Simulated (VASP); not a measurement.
Crystal: Sb.

```
Sb
1.0
     3.37496    0.00000    0.00000
    -1.68748    2.92280    0.00000
     0.00000    0.00000    5.51131
Sb
2
Direct
  0.33333 0.66667 0.25000
  0.66667 0.33333 0.75000
```

This isn't the form of Sb at room conditions, which is rhombohedral.

```yaml
Program: VASP 6.6.1
Task: relaxation of cell and atoms
Functional: PBEsol
Potentials_or_basis: VASP PAW PBE potentials, release 64 (Sb)
Cutoff: 600 eV
k_mesh: 11 × 11 × 6
Occupations: fermi-dirac, width 0.1 eV
Spin: no spin polarisation
```

At the start: pressure -2.6 GPa; volume 27.18 Å³/atom.

Task: Where does the relaxation end?

Result: Over 5 steps the energy falls by 9.8 meV/atom and the volume is 26.08 Å³/atom (-4.1 %); space group P6_3/mmc (No. 194, to 0.1 Å) before and after.

Step by step:
| step | energy change (eV) | largest force (eV/Å) | pressure (GPa) | volume (Å³) |
| --- | --- | --- | --- | --- |
| 1 | 0.0000 | 0.0000 | -2.55 | 54.37 |
| 2 | -0.0138 | 0.0000 | 1.59 | 51.03 |
| 3 | -0.0190 | 0.0000 | 0.05 | 52.13 |
| 4 | -0.0194 | 0.0000 | 0.02 | 52.15 |
| 5 | -0.0195 | 0.0000 | 0.01 | 52.16 |

Final structure:
```yaml
crystal:
  lattice:
    - [3.31520, 0.00000, 0.00000]
    - [-1.65760, 2.87105, 0.00000]
    - [0.00000, 0.00000, 5.48039]
  atoms:
    - { symbol: Sb, position: [0.33333, 0.66667, 0.25000] }
    - { symbol: Sb, position: [0.66667, 0.33333, 0.75000] }
```

Caveat: the PAW data sets were made with another functional, which shifts forces and pressure a little.
